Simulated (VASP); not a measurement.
Input of a VASP 6.6.1 run:

The input POSCAR:

```
SnSe
1.0
    0.0000000000      2.4657090746      2.4657090746
    2.4657090746      0.0000000000      2.4657090746
    2.4657090746      2.4657090746      0.0000000000
Sn Se
1 1
Direct
    0.0000000000      0.0000000000      0.0000000000
    0.5000000000      0.5000000000      0.5000000000
```

The input INCAR.step1:

```
ALGO     = Normal         # electronic algorithm
EDIFF    = 1E-4           # SCF threshold, eV
ENCUT    = 520            # plane-wave cutoff, eV
GGA      = PE             # functional
ISMEAR   = -1             # smearing method
LASPH    = T              # aspherical terms in the spheres
LCHARG   = F              # write CHGCAR
LREAL    = F              # projectors in reciprocal space
LWAVE    = T              # write WAVECAR
NBANDS   = 17             # bands
NELM     = 100            # most SCF steps
PREC     = Accurate       # precision mode
SIGMA    = 0.1            # smearing width, eV
```

INCAR.step2

```
ALGO     = Normal         # electronic algorithm
EDIFF    = 1E-7           # SCF threshold, eV
ENCUT    = 520            # plane-wave cutoff, eV
ISIF     = 2              # what is computed and relaxed
ISMEAR   = -1             # smearing method
ISTART   = 1            
LASPH    = T              # aspherical terms in the spheres
LCHARG   = F              # write CHGCAR
LMIXTAU  = T            
LREAL    = F              # projectors in reciprocal space
LWAVE    = F              # write WAVECAR
METAGGA  = R2SCAN         # meta-GGA
NBANDS   = 17             # bands
NELM     = 100            # most SCF steps
PREC     = Accurate       # precision mode
SIGMA    = 0.1            # smearing width, eV
```

File KPOINTS:

```
k-points
0
Gamma
  12 12 12
```

Potentials or basis: VASP PAW PBE potentials, release 64 (Sn_d, Se).

The run is started by

```bash
$ cat potpaw_PBE.64/Sn_d/POTCAR potpaw_PBE.64/Se/POTCAR > POTCAR
$ cp INCAR.step1 INCAR
$ mpirun -np 1 vasp_std > vasp.out
$ cp INCAR.step2 INCAR
$ mpirun -np 1 vasp_std > vasp.out
```

Question: Estimate the pressure.

Answer: 112.7 GPa.

Question: Predict the band gap on the k mesh.

Answer: Zero (bands 10 and 11 overlap by 1.06 eV).

Caveat: the cell stands under pressure; the PAW data sets were made with another functional, which shifts forces and pressure a little; spin-orbit coupling is left out, which moves the levels of the heavy elements.
